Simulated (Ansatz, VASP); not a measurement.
# One calculation of PbS, two programs

```xyz
2
Lattice="0.0000 3.0539 2.9650 3.0539 0.0000 2.9650 3.0539 3.0539 0.0000" Properties=species:S:1:pos:R:3 pbc="T T T"
Pb    0.0000    0.0000    0.0000
S     3.0539    3.0539    2.9650
```

Change from the starting cell: equal xx and yy strain of +3 %, crystal datasets.

Alike in both runs: task electric field gradients; functional PBE; k mesh 8 × 8 × 8; occupations fermi-dirac, width 0.01 eV; no spin polarisation.

```csv
,VASP,Ansatz
version,VASP 6.6.1,Ansatz 0.2.0
potentials or method,"VASP PAW PBE potentials, release 64 (Pb_d, S), cutoff 520 eV","all-electron PAW with datasets made for the crystal, scalar-relativistic"
```

VASP gave:

* gap on the k mesh at the Fermi level (eV): 0.54
* pressure (GPa): -0.9
* traceless stress, the component that is largest in VASP (GPa): 2.05
* size of Vzz on the site where it differs most (V/Å²): 83.4

Question: Which values does Ansatz return?

Answer: gap on the k mesh at the Fermi level (eV): 0.53; pressure (GPa): -0.9; traceless stress, the component that is largest in VASP (GPa): 2.05; size of Vzz on the site where it differs most (V/Å²): 92.3.

Ansatz ran all-electron here, and VASP with PAW potentials.

Neither program's run includes spin-orbit coupling.
